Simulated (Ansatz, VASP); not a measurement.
## One calculation of InAs, two programs

INCAR

```
  PREC = Accurate
  ENCUT = 520
  EDIFF = 1E-6
  ISMEAR = 0
  SIGMA = 0.15
  LREAL = False
  LASPH = True
  NELM = 80
  ALGO = Normal
  ISIF = 2
  LWAVE = False
  LCHARG = True
  GGA = PS
  LELF = True
  LVHAR = True
  NBANDS = 16
```

Contents of KPOINTS:

```
Automatic mesh
0
Gamma
  14 14 14
```

Contents of POSCAR:

```
InAs
1.0
    0.0000000000      3.3984075373      3.1027184674
    3.1027184674      0.0000000000      3.1027184674
    3.1027184674      3.3984075373      0.0000000000
In As
1 1
Direct
    0.0000000000      0.0000000000      0.0000000000
    0.7500000000      0.7500000000      0.7500000000
```

Input for Ansatz:

```yaml
crystal:
  lattice:
    - [0.0, 3.3984075373, 3.1027184674]
    - [3.1027184674, 0.0, 3.1027184674]
    - [3.1027184674, 3.3984075373, 0.0]
  atoms:
    - { symbol: In, position: [0.0, 0.0, 0.0] }
    - { symbol: As, position: [0.75, 0.75, 0.75] }
basis:
  ecutwfc: 420
kpoints:
  mp_grid: { grid: [14, 14, 14] }
hamiltonian:
  xc: pbesol
  pseudopotentials: { kind: paw, azcp: { folder: soft_1 } }
scf:
  occupations: { method: gaussian, width: 0.15 }
output:
  forces: true
  stress: true
  eigenvalues: true
```

Alike in both runs: task single point; functional PBEsol; k mesh 14 × 14 × 14; occupations gaussian, width 0.15 eV; no spin polarisation.

```csv
,VASP,Ansatz
version,VASP 6.6.1,Ansatz 0.2.0
potentials or method,"VASP PAW PBE potentials, release 64 (In_d, As), cutoff 520 eV","scalar-relativistic, plane waves, PAW"
valence electrons in the cell,18,28
```

```csv
,VASP,Ansatz,Ansatz less VASP
gap on the k mesh at the Fermi level (eV),none,none,-
pressure (GPa),-5.8,-5.8,-0.02
"traceless stress, the component that is largest in VASP (GPa)",-2.38,-2.38,0.000
```

VASP's potentials were made for PBE, not for PBEsol, and Ansatz warns of the same on its side. A gap of «none» marks a metal or a gap that the smearing closes. The functional is the same, so the differences come from potentials, cutoffs and numerics. VASP's potentials hold 18 valence electrons a cell and Ansatz's 28, so a difference there can come from the potentials and not from the codes.
